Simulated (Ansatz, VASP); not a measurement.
**Sc3Te in VASP and in Ansatz**

```
CELL_PARAMETERS angstrom
0.00000 3.56950 3.56950
3.56950 0.00000 3.56950
3.56950 3.56950 0.00000
ATOMIC_POSITIONS crystal
Sc 0.25000 0.25000 0.25000
Sc 0.75000 0.75000 0.75000
Sc 0.50000 0.50000 0.50000
Te 0.00000 0.00000 0.00000
```

Alike in both runs: task single point; functional PBE; k mesh 5 × 5 × 5; occupations fermi-dirac, width 0.05 eV; no spin polarisation; Hubbard terms Sc d U = 4 eV.

```csv
,VASP,Ansatz
version,VASP 6.6.1,Ansatz 0.2.0
potentials or method,"VASP PAW PBE potentials, release 64 (Sc_sv, Te)",Ansatz PAW
plane-wave cutoff (eV),520,420
valence electrons in the cell,39,49
```

|  | VASP | Ansatz | Ansatz less VASP |
| --- | --- | --- | --- |
| gap on the k mesh at the Fermi level (eV) | none | none | - |
| pressure (GPa) | 8.0 | 7.5 | -0.56 |

The programs project onto different local orbitals, so the same U acts differently, and such runs can settle in different states. A gap of «none» marks a metal or a gap that the smearing closes. VASP's potentials hold 39 valence electrons a cell and Ansatz's 49, so a difference there can come from the potentials and not from the codes.

Neither program's run includes spin-orbit coupling.
